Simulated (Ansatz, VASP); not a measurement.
Bi6Te in VASP and in Ansatz

```
Bi Te
1.0
     4.52108   -0.01880   -0.01798
     2.22672    4.03834   -0.01112
     2.15482   -0.37851   13.67396
Bi Te
6 1
Cartesian
  4.4443 3.0826 7.7093
  6.6782 2.1554 9.8697
  4.4556 0.5615 5.9381
  2.2270 1.4842 3.7738
  4.4733 2.9703 1.9805
  4.4301 0.6693 11.6633
  -0.0007 -0.0001 -0.0001
```

Change from the starting cell: cell x1, atoms moved at random (sigma 0.1 Å) and cell strained at random (1.5 %), then relaxed without symmetry.

Alike in both runs: functional PBE; k mesh 6 × 6 × 2; occupations gaussian, width 0.2 eV; no spin polarisation.

Ansatz relaxed the structure, and its values are those at the end. VASP's run is a single point on that final structure, the one shown.

|  | VASP | Ansatz |
| --- | --- | --- |
| version | VASP 6.6.1 | Ansatz 0.2.0 |
| potentials or method | VASP PAW PBE potentials, release 64 (Bi_d, Te), cutoff 520 eV | scalar-relativistic, plane waves, PAW |
| valence electrons in the cell | 96 | 106 |

```tsv
	VASP	Ansatz	Ansatz less VASP
gap on the k mesh at the Fermi level (eV)	none	none	-
pressure (GPa)	0.0	0.0	+0.06
rms of the force components (eV/Å)	0.011	0.011	-0.0008
```

A gap of «none» marks a metal or a gap that the smearing closes. VASP's potentials hold 96 valence electrons a cell and Ansatz's 106, so a difference there can come from the potentials and not from the codes.

Spin-orbit coupling is off throughout.
